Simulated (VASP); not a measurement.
# CaB6 (Pm-3m) in VASP: further runs

Runs on CaB6. Level: PBE. Tasks: single point.

Program: VASP 6.6.1. These are calculated values, not measurements. Logs are shortened: lines on timing, memory, paths and dates and some standing lists are left out, and cuts for length are marked.

**The experiment to reproduce.**

From “Bulk Band Gaps in Divalent Hexaborides”, 2001, arxiv:cond-mat/0107429, for a bulk crystal of CaB6: band gap 1.15 eV.

The results are compared with them further down.

## Step 1: The cell of the first run

It takes space group Pm-3m (No. 221, cubic). The conventional cell has a = 4.148 Å, b = 4.148 Å, c = 4.148 Å, α = 90.00°, β = 90.00°, γ = 90.00°. Within 4.2 Å of Ca (site symmetry m-3m) lie 24 B at 3.05 Å and 6 Ca at 4.15 Å. B (site symmetry 4mm) has 5 B at 1.67 to 1.75 Å within 2.2 Å.

## Step 2: Single point, PBE

INCAR

```
PREC = Accurate ; ENCUT = 520
EDIFF = 1E-7 ; ISMEAR = 0
SIGMA = 0.1 ; LREAL = F
LASPH = T ; NELM = 60
ALGO = Normal ; ISIF = 2
LWAVE = F ; LCHARG = F
GGA = PE ; NBANDS = 23
```

KPOINTS

```
regular mesh
0
Gamma
  6 6 6
```

POSCAR

```
CaB6
1.0
    4.1479658752      0.0000000000      0.0000000000
    0.0000000000      4.1479658752      0.0000000000
    0.0000000000      0.0000000000      4.1479658752
Ca B
1 6
Direct
    0.5000000000      0.5000000000      0.5000000000
    0.0000000000      0.0000000000      0.2982962817
    0.0000000000      0.0000000000      0.7017037183
    0.2982962817      0.0000000000      0.0000000000
    0.7017037183      0.0000000000      0.0000000000
    0.0000000000      0.2982962817      0.0000000000
    0.0000000000      0.7017037183      0.0000000000
```

Potentials or basis: VASP PAW PBE potentials, release 64 (Ca_sv, B).

Run with:

```console
$ cat potpaw_PBE.64/Ca_sv/POTCAR potpaw_PBE.64/B/POTCAR > POTCAR
$ mpirun -np 1 vasp_std > vasp.out
```

OUTCAR:

```text
PREC = Accurate
   ENCUT = 520
   EDIFF = 1E-7
   ISMEAR = 0
   LREAL = F
   LASPH = T
   NELM = 60
   ISIF = 2
   GGA = PE

 ion  position               nearest neighbor table
   1  0.500  0.500  0.500-
   2  0.000  0.000  0.298-   3 1.67   4 1.75   5 1.75   6 1.75   7 1.75
   3  0.000  0.000  0.702-   2 1.67   4 1.75   5 1.75   6 1.75   7 1.75
   4  0.298  0.000  0.000-   5 1.67   3 1.75   2 1.75   6 1.75   7 1.75
   5  0.702  0.000  0.000-   4 1.67   3 1.75   2 1.75   6 1.75   7 1.75
   6  0.000  0.298  0.000-   7 1.67   3 1.75   4 1.75   5 1.75   2 1.75
   7  0.000  0.702  0.000-   6 1.67   3 1.75   4 1.75   5 1.75   2 1.75

  LATTYP: Found a simple cubic cell.
 ALAT       =     4.1479658752

  Lattice vectors:

 A1 = (   4.1479658752,   0.0000000000,   0.0000000000)
 A2 = (   0.0000000000,   4.1479658752,   0.0000000000)
 A3 = (   0.0000000000,   0.0000000000,   4.1479658752)

Analysis of symmetry for initial positions (statically):
=====================================================================
 Subroutine PRICEL returns:
 Original cell was already a primitive cell.

 Routine SETGRP: Setting up the symmetry group for a
 simple cubic supercell.

 Subroutine GETGRP returns: Found 48 space group operations
 (whereof 48 operations were pure point group operations)
 out of a pool of 48 trial point group operations.

The static configuration has the point symmetry O_h .

Analysis of symmetry for dynamics (positions and initial velocities):
=====================================================================
 Subroutine PRICEL returns:
 Original cell was already a primitive cell.

 Routine SETGRP: Setting up the symmetry group for a
 simple cubic supercell.

 Subroutine GETGRP returns: Found 48 space group operations
 (whereof 48 operations were pure point group operations)
 out of a pool of 48 trial point group operations.

The dynamic configuration has the point symmetry O_h .

 Subroutine INISYM returns: Found 48 space group operations
 (whereof 48 operations are pure point group operations),
 and found     1 'primitive' translations

----------------------------------------------------------------------------------------

                                     Primitive cell

  volume of cell :      71.3683

  direct lattice vectors                    reciprocal lattice vectors
     4.147965875  0.000000000  0.000000000     0.241082022  0.000000000  0.000000000
[... 95 lines left out ...]
   IBRION =     -1    ionic relax: 0-MD 1-quasi-New 2-CG
   NFREE  =      0    steps in history (QN), initial steepest desc. (CG)
   ISIF   =      2    stress and relaxation
   ISYM   =      2    0-nonsym 1-usesym 2-fastsym
   POTIM  = 0.5000    time-step for ionic-motion
   TEBEG  =    0.0;   TEEND  =   0.0 temperature during run
   PSTRESS=    0.0 pullay stress
   NELECT =      28.0000    total number of electrons
   NUPDOWN=      -1.0000    fix difference up-down
   EMIN   =  10.00;   EMAX   =-10.00  energy-range for DOS
   EFERMI =   0.00;   METHOD = LEGACY
   ISMEAR =     0;   SIGMA  =   0.10  broadening in eV -4-tet -1-fermi 0-gaus
   EFERMI_NEDOS =   21; number of points for ismear=-14 and -15
   IALGO  =     38    algorithm
   IMIX   =      4    mixing-type and parameters
     AMIX     =   0.40;   BMIX     =  1.00
     AMIX_MAG =   1.60;   BMIX_MAG =  1.00
  volume/ion in A,a.u.               =      10.20        68.80
  Fermi-wavevector in a.u.,A,eV,Ry     =   1.198466  2.264772 19.542326  1.436320
  Thomas-Fermi vector in A             =   2.334354
   LORBIT       =      0    0 simple, 1 ext, 2 COOP (PROOUT), +10 PAW based schemes
   GGA     = PE    functional components
   LHFCALC =     F    Hartree Fock is set to
   AEXX    =    0.0000 exact exchange contribution
   IVDW    =     0    specifies the selected vdW correction
   LEPSILON=     F    determine dielectric tensor
   LRPA    =     F    only Hartree local field effects (RPA)
 non-spin polarized calculation
 Gauss-broadening in eV      SIGMA  =   0.10
  energy-cutoff  :      520.00
  volume of cell :       71.37
 maximum number of plane-waves:      1940
 NGX is ok and might be reduce to    32
   NGX = 15   NGY = 15   NGZ = 15

 number of electron      28.0000006 magnetization

 Free energy of the ion-electron system (eV)
  ---------------------------------------------------
  ext. energy  EPLUGINS =         0.00000000
  ---------------------------------------------------
  free energy    TOTEN  =       -45.01590984 eV

  energy without entropy =      -45.01412298  energy(sigma->0) =      -45.01501641

 E-fermi :   4.6793     XC(G=0): -10.5655

 val. band max:        4.6013505468   @ k =   0.3333   0.0000   0.0000
 cond. band min:       4.7109670864   @ k =   0.5000   0.0000   0.0000
 fundamental gap:      0.1096165396
 Fermi energy:         4.6792825143

 k-point     1 :       0.0000    0.0000    0.0000
  band No.  band energies     occupation
      1     -36.5160      2.00000
      2     -17.5002      2.00000
      3     -17.5002      2.00000
      4     -17.5002      2.00000
      5      -9.7886      2.00000
      6      -2.2166      2.00000
[... 509 lines left out ...]
     22      12.5860      0.00000
     23      12.5860      0.00000

------------------------ aborting loop because EDIFF is reached ----------------------------------------

  FORCE on cell =-STRESS in cart. coord.  units (eV):
  Direction    XX          YY          ZZ          XY          YZ          ZX
  --------------------------------------------------------------------------------------
  -------------------------------------------------------------------------------------
  Total        0.0124697      0.0124697      0.0124697     -0.0000000      0.0000000      0.0000000
  in kB        0.2799377      0.2799377      0.2799377     -0.0000000      0.0000000      0.0000000
  external PRESSURE =       0.2799377 kB  Pullay stress =       0.0000000 kB

 VOLUME and BASIS-vectors are now :
 -----------------------------------------------------------------------------
  energy-cutoff  :      520.00
  volume of cell :       71.37
      direct lattice vectors                 reciprocal lattice vectors
     4.147965875  0.000000000  0.000000000     0.241082022  0.000000000  0.000000000
     0.000000000  4.147965875  0.000000000     0.000000000  0.241082022  0.000000000
     0.000000000  0.000000000  4.147965875     0.000000000  0.000000000  0.241082022

 POSITION                                       TOTAL-FORCE (eV/Angst)
 -----------------------------------------------------------------------------------
      2.07398      2.07398      2.07398         0.000000      0.000000      0.000000
      0.00000      0.00000      1.23732        -0.000000      0.000000      0.021529
      0.00000      0.00000      2.91064         0.000000     -0.000000     -0.021529
      1.23732      0.00000      0.00000         0.021529     -0.000000      0.000000
      2.91064      0.00000      0.00000        -0.021529      0.000000     -0.000000
      0.00000      1.23732      0.00000         0.000000      0.021529     -0.000000
      0.00000      2.91064      0.00000         0.000000     -0.021529      0.000000
 -----------------------------------------------------------------------------------
    total drift:                                0.000000      0.000000     -0.000000

  FREE ENERGIE OF THE ION-ELECTRON SYSTEM (eV)
  ---------------------------------------------------
  free  energy   TOTEN  =       -45.0159098353 eV

  energy  without entropy=      -45.0141229802  energy(sigma->0) =      -45.01501641
```

It took 26 s on 1 thread of Intel Xeon Platinum 8259CL at 2.50GHz (Skylake/Cascade Lake), shared host; peak memory 0.18 GiB.

What came out:

* Free energy: -45.0159 eV
* Pressure: 0.0 GPa
* Largest force: 0.022 eV/Å
* Band gap on the k mesh: 0.11 eV (least direct gap 0.14 eV)

Forces on the atoms (eV/Å):
```
Ca   0.000  0.000  0.000
B    0.000  0.000  0.022
B    0.000  0.000 -0.022
B    0.022  0.000  0.000
B   -0.022  0.000  0.000
B    0.000  0.022  0.000
B    0.000 -0.022  0.000
```

## Step 3: Single point, PBE

INCAR

```
SYSTEM = CaB6
PREC = Accurate ; ENCUT = 520
EDIFF = 1E-7 ; ISMEAR = 0
SIGMA = 0.01 ; LREAL = .False.
LASPH = .True. ; NELM = 100
ALGO = Normal ; ISIF = 2
LWAVE = .False. ; LCHARG = .False.
GGA = PE ; NBANDS = 23
```

KPOINTS

```
regular mesh
0
Gamma
  8 8 8
  0 0 0
```

POSCAR

```
CaB6
1.0
    4.1477323593      0.0000000000      0.0000000000
    0.0000000000      4.1477323593      0.0000000000
    0.0000000000      0.0000000000      4.1477323593
Ca B
1 6
Direct
    0.5000000000      0.5000000000      0.5000000000
    0.0000000000      0.0000000000      0.2982058809
    0.0000000000      0.0000000000      0.7017941191
    0.2982058809      0.0000000000      0.0000000000
    0.7017941191      0.0000000000      0.0000000000
    0.0000000000      0.2982058809      0.0000000000
    0.0000000000      0.7017941191      0.0000000000
```

Potentials or basis: VASP PAW PBE potentials, release 64 (Ca_sv, B).

Run with:

```console
$ cat potpaw_PBE.64/Ca_sv/POTCAR potpaw_PBE.64/B/POTCAR > POTCAR
$ mpirun -np 1 vasp_std > vasp.out
```

OUTCAR:

```text
SYSTEM = CaB6
   PREC = Accurate
   ENCUT = 520
   EDIFF = 1E-7
   ISMEAR = 0
   LREAL = .False.
   LASPH = .True.
   NELM = 100
   ISIF = 2
   GGA = PE

 ion  position               nearest neighbor table
   1  0.500  0.500  0.500-
   2  0.000  0.000  0.298-   3 1.67   4 1.75   5 1.75   6 1.75   7 1.75
   3  0.000  0.000  0.702-   2 1.67   4 1.75   5 1.75   6 1.75   7 1.75
   4  0.298  0.000  0.000-   5 1.67   3 1.75   2 1.75   6 1.75   7 1.75
   5  0.702  0.000  0.000-   4 1.67   3 1.75   2 1.75   6 1.75   7 1.75
   6  0.000  0.298  0.000-   7 1.67   3 1.75   4 1.75   5 1.75   2 1.75
   7  0.000  0.702  0.000-   6 1.67   3 1.75   4 1.75   5 1.75   2 1.75

[... 833 lines left out ...]
  Total        0.0543804      0.0543804      0.0543804      0.0000000      0.0000000     -0.0000000
  in kB        1.2210136      1.2210136      1.2210136      0.0000000      0.0000000     -0.0000000
  external PRESSURE =       1.2210136 kB  Pullay stress =       0.0000000 kB

 VOLUME and BASIS-vectors are now :
 -----------------------------------------------------------------------------
  energy-cutoff  :      520.00
  volume of cell :       71.36
      direct lattice vectors                 reciprocal lattice vectors
     4.147732359  0.000000000  0.000000000     0.241095595  0.000000000  0.000000000
     0.000000000  4.147732359  0.000000000     0.000000000  0.241095595  0.000000000
     0.000000000  0.000000000  4.147732359     0.000000000  0.000000000  0.241095595

 POSITION                                       TOTAL-FORCE (eV/Angst)
 -----------------------------------------------------------------------------------
      2.07387      2.07387      2.07387         0.000000      0.000000      0.000000
      0.00000      0.00000      1.23688         0.000000     -0.000000      0.016549
      0.00000      0.00000      2.91085         0.000000     -0.000000     -0.016549
      1.23688      0.00000      0.00000         0.016549      0.000000      0.000000
      2.91085      0.00000      0.00000        -0.016549     -0.000000      0.000000
      0.00000      1.23688      0.00000        -0.000000      0.016549      0.000000
      0.00000      2.91085      0.00000         0.000000     -0.016549      0.000000
 -----------------------------------------------------------------------------------
    total drift:                                0.000000      0.000000     -0.000000

  FREE ENERGIE OF THE ION-ELECTRON SYSTEM (eV)
  ---------------------------------------------------
  free  energy   TOTEN  =       -45.0165884869 eV

  energy  without entropy=      -45.0165884850  energy(sigma->0) =      -45.01658849
```

It took 44 s on 1 thread of Intel Xeon Platinum 8259CL at 2.50GHz (Skylake/Cascade Lake), shared host; peak memory 0.2 GiB.

Results:

| Property | Result |
| --- | --- |
| Free energy | -45.0166 eV |
| Pressure | 0.1 GPa |
| Largest force | 0.017 eV/Å |
| Band gap on the k mesh | 0.07 eV (least direct gap 0.14 eV) |

Forces on the atoms (eV/Å):
```
Ca   0.000  0.000  0.000
B    0.000  0.000  0.017
B    0.000  0.000 -0.017
B    0.017  0.000  0.000
B   -0.017  0.000  0.000
B    0.000  0.017  0.000
B    0.000 -0.017  0.000
```

Levels at points of the mesh, in eV from the valence-band top:
```tsv
k point	band 12	band 13	band 14	band 15	band 16	band 17
(0.00, 0.00, 0.00)	-0.32	-0.32	-0.32	2.83	2.83	2.83
(0.50, 0.00, 0.00)	-2.38	-1.78	-0.08	0.07	3.19	3.19
(0.50, 0.50, 0.00)	-2.69	-1.47	-1.47	3.07	3.07	4.04
(0.50, 0.50, 0.50)	-1.08	-1.08	-1.08	4.25	4.73	4.73
```

## Step 4: How close it comes

Step 2. A measured gap of CaB6 is 1.15 eV (“Bulk Band Gaps in Divalent Hexaborides”, 2001, arxiv:cond-mat/0107429); the calculated 0.11 eV misses it by -1.04 eV. So large a miss can be the level of theory's own, or it may mean another phase, state or a wrong row. The value is that of PBE on a finite k mesh, which can miss the band edges, without temperature or zero-point motion. Semilocal functionals fall short of measured gaps as a rule.
